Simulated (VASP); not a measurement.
# K4Ru (Pm-3m) in VASP: single point with PBE

Aim: the single point of K4Ru with PBE.

Everything below comes from runs of VASP 6.6.1. Logs are shortened: lines on timing, memory, paths and dates and some standing lists are left out, and cuts for length are marked.

### Step 1. The cell of the first run

The structure is cubic, space group Pm-3m (No. 221). Conventional cell: a = 6.553 Å, b = 6.553 Å, c = 6.553 Å, α = 90.00°, β = 90.00°, γ = 90.00°. Within 4.3 Å of K (site symmetry 4/mmm) lie 2 Ru at 3.28 Å. Within 4.3 Å of Ru (site symmetry m-3m) lie 6 K at 3.28 Å.

The cell was built from a structure type or drawn by symmetry, and may not be a known phase.

### Step 2. Single point, PBE, collinear spin, ferromagnetic start

The input, INCAR:

```
PREC     = Accurate       # precision mode
ENCUT    = 520            # plane-wave cutoff, eV
EDIFF    = 1E-6           # SCF threshold, eV
ISMEAR   = 0              # smearing method
SIGMA    = 0.1            # smearing width, eV
LREAL    = F              # projectors in reciprocal space
LASPH    = T              # aspherical terms in the spheres
NELM     = 150            # most SCF steps
ALGO     = Normal         # electronic algorithm
ISIF     = 2              # what is computed and relaxed
LWAVE    = F              # write WAVECAR
LCHARG   = F              # write CHGCAR
ISPIN    = 2              # spin polarisation
MAGMOM   = 0 0 0 0 1.94   # initial moments
LORBIT   = 11             # projections on sites
LMAXMIX  = 4              # l up to which the mixer works
GGA      = PE             # functional
NBANDS   = 37             # bands
```

The input, KPOINTS:

```
regular mesh
0
Gamma
  6 6 6
```

The input, POSCAR:

```
K4Ru
1.0
    6.5531136051      0.0000000000      0.0000000000
    0.0000000000      6.5531136051      0.0000000000
    0.0000000000      0.0000000000      6.5531136051
K Ru
4 1
Direct
    0.0000000000      0.5000000000      0.5000000000
    0.5000000000      0.0000000000      0.5000000000
    0.5000000000      0.5000000000      0.0000000000
    0.0000000000      0.0000000000      0.0000000000
    0.5000000000      0.5000000000      0.5000000000
```

Potentials or basis: VASP PAW PBE potentials, release 64 (K_sv, Ru_pv).

The run is started by

```sh
> cat potpaw_PBE.64/K_sv/POTCAR potpaw_PBE.64/Ru_pv/POTCAR > POTCAR
> mpirun -np 1 vasp_std > vasp.out
```

OUTCAR:

```text
PREC = Accurate
   ENCUT = 520
   EDIFF = 1E-6
   ISMEAR = 0
   LREAL = F
   LASPH = T
   NELM = 150
   ISIF = 2
   ISPIN = 2
   LORBIT = 11
   GGA = PE

 ion  position               nearest neighbor table
   1  0.000  0.500  0.500-   5 3.28   5 3.28
   2  0.500  0.000  0.500-   5 3.28   5 3.28
   3  0.500  0.500  0.000-   5 3.28   5 3.28
   4  0.000  0.000  0.000-
   5  0.500  0.500  0.500-   1 3.28   2 3.28   3 3.28   3 3.28   2 3.28   1 3.28

  LATTYP: Found a simple cubic cell.
 ALAT       =     6.5531136051

  Lattice vectors:

 A1 = (   6.5531136051,   0.0000000000,   0.0000000000)
 A2 = (   0.0000000000,   6.5531136051,   0.0000000000)
 A3 = (   0.0000000000,   0.0000000000,   6.5531136051)

Analysis of symmetry for initial positions (statically):
=====================================================================
 Subroutine PRICEL returns:
 Original cell was already a primitive cell.

 Routine SETGRP: Setting up the symmetry group for a
 simple cubic supercell.

 Subroutine GETGRP returns: Found 48 space group operations
 (whereof 48 operations were pure point group operations)
 out of a pool of 48 trial point group operations.

The static configuration has the point symmetry O_h .

Analysis of symmetry for dynamics (positions and initial velocities):
=====================================================================
 Subroutine PRICEL returns:
 Original cell was already a primitive cell.

 Routine SETGRP: Setting up the symmetry group for a
 simple cubic supercell.

 Subroutine GETGRP returns: Found 48 space group operations
 (whereof 48 operations were pure point group operations)
 out of a pool of 48 trial point group operations.

The dynamic configuration has the point symmetry O_h .

Analysis of structural, dynamic, and magnetic symmetry:
=====================================================================
 Subroutine PRICEL returns:
 Original cell was already a primitive cell.

 Routine SETGRP: Setting up the symmetry group for a
 simple cubic supercell.

 Subroutine GETGRP returns: Found 48 space group operations
 (whereof 48 operations were pure point group operations)
 out of a pool of 48 trial point group operations.

The overall configuration has the point symmetry O_h .

 Subroutine INISYM returns: Found 48 space group operations
 (whereof 48 operations are pure point group operations),
 and found     1 'primitive' translations

----------------------------------------------------------------------------------------

                                     Primitive cell

  volume of cell :     281.4123

  direct lattice vectors                    reciprocal lattice vectors
     6.553113605  0.000000000  0.000000000     0.152599216  0.000000000  0.000000000
     0.000000000  6.553113605  0.000000000     0.000000000  0.152599216  0.000000000
     0.000000000  0.000000000  6.553113605     0.000000000  0.000000000  0.152599216

  length of vectors
     6.553113605  6.553113605  6.553113605     0.152599216  0.152599216  0.152599216

  position of ions in fractional coordinates (direct lattice)
     0.000000000  0.500000000  0.500000000
     0.500000000  0.000000000  0.500000000
     0.500000000  0.500000000  0.000000000
     0.000000000  0.000000000  0.000000000
     0.500000000  0.500000000  0.500000000

  ion indices of the primitive-cell ions
   primitive index   ion index
                 1           1
                 2           2
                 3           3
                 4           4
                 5           5

----------------------------------------------------------------------------------------

 KPOINTS: regular mesh

Automatic generation of k-mesh.
 Grid dimensions read from file:
 generate k-points for:    6    6    6

 Generating k-lattice:

  Cartesian coordinates                     Fractional coordinates (reciprocal lattice)
     0.025433203  0.000000000  0.000000000     0.166666667  0.000000000  0.000000000
     0.000000000  0.025433203  0.000000000     0.000000000  0.166666667  0.000000000
     0.000000000  0.000000000  0.025433203     0.000000000  0.000000000  0.166666667

  Length of vectors
     0.025433203  0.025433203  0.025433203

  Shift w.r.t. Gamma in fractional coordinates (k-lattice)
     0.000000000  0.000000000  0.000000000

 Subroutine IBZKPT returns following result:
 ===========================================

 Found     20 irreducible k-points:

 Following reciprocal coordinates:
            Coordinates               Weight
  0.000000  0.000000  0.000000      1.000000
  0.166667  0.000000  0.000000      6.000000
  0.333333  0.000000  0.000000      6.000000
  0.500000  0.000000  0.000000      3.000000
  0.166667  0.166667  0.000000     12.000000
  0.333333  0.166667  0.000000     24.000000
[... 12 lines left out ...]
  0.500000  0.500000  0.333333      6.000000
  0.500000  0.500000  0.500000      1.000000
   k-points           NKPTS =     20   k-points in BZ     NKDIM =     20   number of bands    NBANDS=     37
   number of dos      NEDOS =    301   number of ions     NIONS =      5
   total plane-waves  NPLWV = 125000
   dimension x,y,z NGX =    50 NGY =   50 NGZ =   50
   dimension x,y,z NGXF=   100 NGYF=  100 NGZF=  100
   ions per type =               4   1
   NGX,Y,Z   is equivalent  to a cutoff of  12.68, 12.68, 12.68 a.u.
   NGXF,Y,Z  is equivalent  to a cutoff of  25.37, 25.37, 25.37 a.u.
 SYSTEM =  unknown system
   PREC   = accura    normal or accurate (medium, high low for compatibility)
   ISTART =      0    job   : 0-new  1-cont  2-samecut
   ICHARG =      2    charge: 1-file 2-atom 10-const
   ISPIN  =      2    spin polarized calculation?
   LNONCOLLINEAR =      F non collinear calculations
   LSORBIT =      F    spin-orbit coupling
   LASPH  =      T    aspherical Exc in radial PAW
   ENCUT  =  520.0 eV  38.22 Ry    6.18 a.u.  12.18 12.18 12.18*2*pi/ulx,y,z
   NELM   =    150;   NELMIN=  2; NELMDL= -5     # of ELM steps
   EDIFF  = 0.1E-05   stopping-criterion for ELM
   LREAL  =      F    real-space projection
   EDIFFG = 0.1E-04   stopping-criterion for IOM
   NSW    =      0    number of steps for IOM
   IBRION =     -1    ionic relax: 0-MD 1-quasi-New 2-CG
   NFREE  =      0    steps in history (QN), initial steepest desc. (CG)
   ISIF   =      2    stress and relaxation
   ISYM   =      2    0-nonsym 1-usesym 2-fastsym
   POTIM  = 0.5000    time-step for ionic-motion
   TEBEG  =    0.0;   TEEND  =   0.0 temperature during run
   PSTRESS=    0.0 pullay stress
   NELECT =      50.0000    total number of electrons
   NUPDOWN=      -1.0000    fix difference up-down
   EMIN   =  10.00;   EMAX   =-10.00  energy-range for DOS
   EFERMI =   0.00;   METHOD = LEGACY
   ISMEAR =     0;   SIGMA  =   0.10  broadening in eV -4-tet -1-fermi 0-gaus
   EFERMI_NEDOS =   21; number of points for ismear=-14 and -15
   IALGO  =     38    algorithm
   IMIX   =      4    mixing-type and parameters
     AMIX     =   0.40;   BMIX     =  1.00
     AMIX_MAG =   1.60;   BMIX_MAG =  1.00
  volume/ion in A,a.u.               =      56.28       379.81
  Fermi-wavevector in a.u.,A,eV,Ry     =   0.920345  1.739199 11.524600  0.847034
  Thomas-Fermi vector in A             =   2.045640
   LORBIT       =     11    0 simple, 1 ext, 2 COOP (PROOUT), +10 PAW based schemes
   GGA     = PE    functional components
   LHFCALC =     F    Hartree Fock is set to
   AEXX    =    0.0000 exact exchange contribution
   IVDW    =     0    specifies the selected vdW correction
   LEPSILON=     F    determine dielectric tensor
   LRPA    =     F    only Hartree local field effects (RPA)
 spin polarized calculation
 Gauss-broadening in eV      SIGMA  =   0.10
  energy-cutoff  :      520.00
  volume of cell :      281.41
 maximum number of plane-waves:      7624
 NGX is ok and might be reduce to    50
   NGX = 25   NGY = 25   NGZ = 25

 number of electron      49.9999982 magnetization       1.9986147

 Free energy of the ion-electron system (eV)
  ---------------------------------------------------
  ext. energy  EPLUGINS =         0.00000000
  ---------------------------------------------------
  free energy    TOTEN  =        -9.28648694 eV

  energy without entropy =       -9.26995591  energy(sigma->0) =       -9.27822142

 E-fermi :   0.3429     XC(G=0):  -6.2798

 val. band max:        0.3174586684   @ k =   0.1667   0.1667   0.0000
 cond. band min:       0.3719834087   @ k =   0.3333   0.3333   0.1667
 fundamental gap:      0.0545247403
 Fermi energy:         0.3428913065

 spin component 1

 k-point     1 :       0.0000    0.0000    0.0000
  band No.  band energies     occupation
      1     -41.8612      1.00000
      2     -41.8612      1.00000
      3     -41.8612      1.00000
      4     -31.9377      1.00000
      5     -31.0235      1.00000
      6     -31.0186      1.00000
[... 29 lines left out ...]
     36       4.9394      0.00000
     37       4.9394      0.00000
[... 728 lines left out ...]
      6     -31.0198      1.00000
[... 29 lines left out ...]
     36       4.5231      0.00000
     37       4.5231      0.00000
 Fermi energy:         0.3428913065

 spin component 2

 k-point     1 :       0.0000    0.0000    0.0000
  band No.  band energies     occupation
      1     -40.4667      1.00000
      2     -40.4666      1.00000
      3     -40.4664      1.00000
      4     -31.9389      1.00000
      5     -31.0204      1.00000
      6     -31.0155      1.00000
[... 29 lines left out ...]
     36       5.1549      0.00000
     37       5.1550      0.00000
[... 758 lines left out ...]
     36       4.5392      0.00000
     37       4.5426      0.00000

------------------------ aborting loop because EDIFF is reached ----------------------------------------

  FORCE on cell =-STRESS in cart. coord.  units (eV):
  Direction    XX          YY          ZZ          XY          YZ          ZX
  --------------------------------------------------------------------------------------
  -------------------------------------------------------------------------------------
  Total        0.0065455      0.0065455      0.0065455      0.0000000     -0.0000000      0.0000000
  in kB        0.0372656      0.0372656      0.0372656      0.0000000     -0.0000000      0.0000000
  external PRESSURE =       0.0372656 kB  Pullay stress =       0.0000000 kB

 VOLUME and BASIS-vectors are now :
 -----------------------------------------------------------------------------
  energy-cutoff  :      520.00
  volume of cell :      281.41
      direct lattice vectors                 reciprocal lattice vectors
     6.553113605  0.000000000  0.000000000     0.152599216  0.000000000  0.000000000
     0.000000000  6.553113605  0.000000000     0.000000000  0.152599216  0.000000000
     0.000000000  0.000000000  6.553113605     0.000000000  0.000000000  0.152599216

 POSITION                                       TOTAL-FORCE (eV/Angst)
 -----------------------------------------------------------------------------------
      0.00000      3.27656      3.27656         0.000000      0.000000      0.000000
      3.27656      0.00000      3.27656         0.000000      0.000000      0.000000
      3.27656      3.27656      0.00000         0.000000      0.000000      0.000000
      0.00000      0.00000      0.00000         0.000000      0.000000      0.000000
      3.27656      3.27656      3.27656         0.000000      0.000000      0.000000
 -----------------------------------------------------------------------------------
    total drift:                                0.000000     -0.000000      0.000000

  FREE ENERGIE OF THE ION-ELECTRON SYSTEM (eV)
  ---------------------------------------------------
  free  energy   TOTEN  =        -9.2864869411 eV

  energy  without entropy=       -9.2699559087  energy(sigma->0) =       -9.27822142

 total charge

# of ion       s       p       d       tot
------------------------------------------
    1        1.975   5.560   0.026   7.561
    2        1.975   5.560   0.026   7.561
    3        1.975   5.560   0.026   7.561
    4        1.983   5.547   0.004   7.535
    5        0.345   5.980   6.105  12.430
--------------------------------------------------
tot          8.254  28.209   6.186  42.649

 magnetization (x)

# of ion       s       p       d       tot
------------------------------------------
    1       -0.001   0.003   0.001   0.003
    2       -0.001   0.003   0.001   0.003
    3       -0.001   0.003   0.001   0.003
    4        0.003  -0.004  -0.001  -0.001
    5        0.059   0.004   1.810   1.872
--------------------------------------------------
tot          0.059   0.010   1.812   1.881
```

It took 4.3 min on 1 thread of AMD EPYC 9R45 (Zen 5), shared host; peak memory 0.56 GiB.

What came out:

```
Free energy                                           : -9.2865 eV
Pressure                                              : 0.0 GPa
Band gap on the k mesh                                : zero (filled and empty bands overlap)
Net moment                                            : 2.00 μB per cell
Site moments                                          : K +0.00, -0.00 (each value once); Ru +1.87 μB
Valence electrons inside the program's atomic spheres : K 7.56, 7.54 (each value once); Ru 12.43
```
